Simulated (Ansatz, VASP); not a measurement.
## One calculation of Zr, two programs

```xyz
2
Lattice="3.2310 0.0000 0.0000 -1.6155 2.7981 0.0000 0.0000 0.0000 5.1764" Properties=species:S:1:pos:R:3 pbc="T T T"
Zr    0.0000    1.8654    1.2941
Zr    1.6155    0.9327    3.8823
```

Alike in both runs: functional PBE; k mesh 12 × 12 × 7; occupations fermi-dirac, width 0.05 eV; no spin polarisation.

Ansatz relaxed the structure, and its values are those at the end. VASP's run is a single point on that final structure, the one shown.

```csv
,VASP,Ansatz
version,VASP 6.6.1,Ansatz 0.2.0
potentials or method,"VASP PAW PBE potentials, release 64 (Zr_sv)","PAW with Ansatz's default frozen-core files, scalar-relativistic"
plane-wave cutoff (eV),520,420
valence electrons in the cell,24,24
```

|  | VASP | Ansatz | Ansatz less VASP |
| --- | --- | --- | --- |
| pressure (GPa) | 0.0 | 0.0 | -0.03 |
